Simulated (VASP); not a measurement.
Al2O3: single point with r2SCAN

Al2O3:

```xyz
10
Lattice="4.6271 0.0000 0.0000 0.0000 9.6090 0.0000 0.0000 0.0000 2.9965" Properties=species:S:1:pos:R:3 pbc="T T T"
Al    5.0202    7.9831    0.0000
Al   -0.3931    1.6259    0.0000
Al    2.7066    6.4304    1.4982
Al    1.9204    3.1786    1.4982
O     2.3135    4.8045    1.4982
O     1.2358    7.4700    1.4982
O     1.0778    2.6654    0.0000
O     3.5493    6.9436    0.0000
O     0.0000    0.0000    0.0000
O     3.3913    2.1391    1.4982
```

* Program: VASP 6.6.1
* Task: single point
* Functional: r2SCAN
* Potentials or basis: VASP PAW PBE potentials, release 64 (Al, O)
* Cutoff: 520 eV
* k mesh: 6 × 3 × 9
* Occupations: fermi-dirac, width 0.05 eV
* Spin: no spin polarisation
* Dipole correction: no
* Further INCAR settings: ALGO = Normal; EDIFF = 1e-06; NBANDS = 35

| Property | Result |
| --- | --- |
| Pressure | 0.0 GPa |
| Largest force | 0.058 eV/Å |
| Band gap on the k mesh | 4.12 eV |

Forces in eV/Å, atoms in the order of the input:
```
Al   0.003 -0.058  0.000
Al  -0.003  0.058  0.000
Al   0.003  0.058  0.000
Al  -0.003 -0.058  0.000
O    0.000  0.000  0.000
O    0.011 -0.010  0.000
O   -0.011 -0.010  0.000
O    0.011  0.010  0.000
O    0.000  0.000  0.000
O   -0.011  0.010  0.000
```

Stress tensor (GPa, compression positive):
```
-0.19  0.00  0.00
 0.00  0.30  0.00
 0.00  0.00 -0.24
```

Levels at points of the mesh, in eV from the valence-band top:
| k point | band 21 | band 22 | band 23 | band 24 | band 25 | band 26 | band 27 | band 28 |
| --- | --- | --- | --- | --- | --- | --- | --- | --- |
| (0.00, 0.00, 0.00) | -1.34 | -0.58 | -0.06 | 0.00 | 4.12 | 6.00 | 6.91 | 7.20 |
| (0.50, 0.00, 0.00) | -1.07 | -1.07 | -0.02 | -0.02 | 6.64 | 6.64 | 7.47 | 7.47 |

It took 9.5 min on 1 thread of Intel Xeon 8259CL, with other jobs on the host, peak memory 0.33 GiB.

Caveat: the PAW data sets were made with another functional, which shifts forces and pressure a little. A k mesh can miss the band edges.
